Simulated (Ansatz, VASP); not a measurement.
## Two plane-wave programs on Cs2InI2Br4

The input POSCAR:

```
Cs2InI2Br4
1.0
   -4.2470390000      4.2470390000      4.5450460000
    4.2470390000     -4.2470390000      4.5450460000
    4.2470390000      4.2470390000     -4.5450460000
In I Cs Br
1 2 2 4
Direct
    0.0000000000      0.0000000000      0.0000000000
    0.3481500000      0.3481500000      0.0000000000
    0.6518500000      0.6518500000      0.0000000000
    0.7500000000      0.2500000000      0.5000000000
    0.2500000000      0.7500000000      0.5000000000
    0.2035600000      0.2035600000      0.4071200000
    0.2035600000      0.7964400000      0.0000000000
    0.7964400000      0.7964400000      0.5928800000
    0.7964400000      0.2035600000      0.0000000000
```

The input INCAR.step1:

```
SYSTEM = Cs2InI2Br4
  PREC = Accurate
  ENCUT = 550
  ISMEAR = 1
  SIGMA = 0.06
  LREAL = .False.
  LASPH = .True.
  NELM = 120
  NBANDS = 46
  GGA = PE
  ALGO = Normal
  EDIFF = 1E-5
  LWAVE = .True.
  LCHARG = .False.
  GGA_COMPAT = .False.
```

INCAR.step2

```
SYSTEM = Cs2InI2Br4
  PREC = Accurate
  ENCUT = 550
  EDIFF = 1E-6
  ISMEAR = 1
  SIGMA = 0.06
  LREAL = .False.
  LASPH = .True.
  NELM = 120
  ALGO = Normal
  ISIF = 2
  LWAVE = .False.
  LCHARG = .False.
  METAGGA = R2SCAN
  LMIXTAU = .True.
  IVDW = 13
  VDW_S6 = 1.0
  VDW_S8 = 0.6018749
  VDW_A1 = 0.51559235
  VDW_A2 = 5.77342911
  NBANDS = 46
  ISTART = 1
  GGA_COMPAT = .False.
```

File KPOINTS:

```
regular mesh
0
Gamma
  3 3 3
  0 0 0
```

Input for Ansatz:

```yaml
crystal:
  lattice:
    - [-4.247039, 4.247039, 4.545046]
    - [4.247039, -4.247039, 4.545046]
    - [4.247039, 4.247039, -4.545046]
  atoms:
    - { symbol: In, position: [0.0, 0.0, 0.0] }
    - { symbol: I, position: [0.34815, 0.34815, 0.0] }
    - { symbol: I, position: [0.65185, 0.65185, 0.0] }
    - { symbol: Cs, position: [0.75, 0.25, 0.5] }
    - { symbol: Cs, position: [0.25, 0.75, 0.5] }
    - { symbol: Br, position: [0.20356, 0.20356, 0.40712] }
    - { symbol: Br, position: [0.20356, 0.79644, 0.0] }
    - { symbol: Br, position: [0.79644, 0.79644, 0.59288] }
    - { symbol: Br, position: [0.79644, 0.20356, 0.0] }
  symmetry: { tolerance: 0.0003 }
kpoints:
  mp_grid: { grid: [3, 3, 3], shift: [0, 0, 0] }
magnetization:
  spin_polarized: false
scf:
  occupations: { method: methfessel_paxton, width: 0.06 }
  mixing: { preconditioner: kerker_dos }
hamiltonian:
  pseudopotentials: { kind: paw }
  xc: r2scan
  dispersion: d4
basis:
  ecutwfc: 500
output:
  forces: true
  stress: true
  eigenvalues: true
```

Alike in both runs: task single point; functional r2SCAN; dispersion D4; k mesh 3 × 3 × 3; occupations methfessel-paxton of order 1, width 0.06 eV; no spin polarisation.

```csv
,VASP,Ansatz
version,VASP 6.6.1,Ansatz 0.2.0
potentials or method,"VASP PAW PBE potentials, release 64 (In_d, I, Cs_sv, Br), cutoff 550 eV",PAW plane waves
valence electrons in the cell,73,93
```

```tsv
	VASP	Ansatz	Ansatz less VASP
gap on the k mesh at the Fermi level (eV)	none	none	-
pressure (GPa)	4.6	4.6	-0.02
traceless stress, the component that is largest in VASP (GPa)	-1.28	-1.26	+0.014
rms of the force components (eV/Å)	0.996	0.995	-0.0013
```

VASP's potentials were made for PBE, not for r2SCAN. Atom by atom the forces differ by 0.004 eV/Å (rms over components). A gap of «none» marks a metal or a gap that the smearing closes. VASP's potentials hold 73 valence electrons a cell and Ansatz's 93, so a difference there can come from the potentials and not from the codes.

Neither program's run includes spin-orbit coupling.
